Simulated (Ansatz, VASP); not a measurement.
# TiSi2: VASP beside Ansatz

```
Ti Si
1.0
    -1.44280    1.67718    4.12610
     1.44280   -1.67718    4.12610
     1.44280    1.67718   -4.12610
Ti Si
1 2
Direct
  0.00000 0.00000 0.00000
  0.67008 0.67008 0.00000
  0.32992 0.32992 0.00000
```

Alike in both runs: task single point; functional LDA; k mesh 12 × 12 × 12; occupations fermi-dirac, width 0.05 eV; no spin polarisation.

```csv
,VASP,Ansatz
version,VASP 6.6.1,Ansatz 0.2.0
potentials or method,"VASP PAW LDA potentials, release 64 (Ti_sv, Si)",Ansatz PAW
plane-wave cutoff (eV),520,420
valence electrons in the cell,20,20
```

|  | VASP | Ansatz | Ansatz less VASP |
| --- | --- | --- | --- |
| gap on the k mesh at the Fermi level (eV) | none | none | - |
| pressure (GPa) | 2.6 | 2.4 | -0.20 |
| traceless stress, the component that is largest in VASP (GPa) | -0.35 | -0.37 | -0.013 |
| rms of the force components (eV/Å) | 0.031 | 0.033 | +0.0019 |

LDA's correlation is that of Perdew and Zunger in VASP and of Perdew and Wang (1992) in Ansatz. Atom by atom the forces differ by 0.002 eV/Å (rms over components). A gap of «none» marks a metal or a gap that the smearing closes.
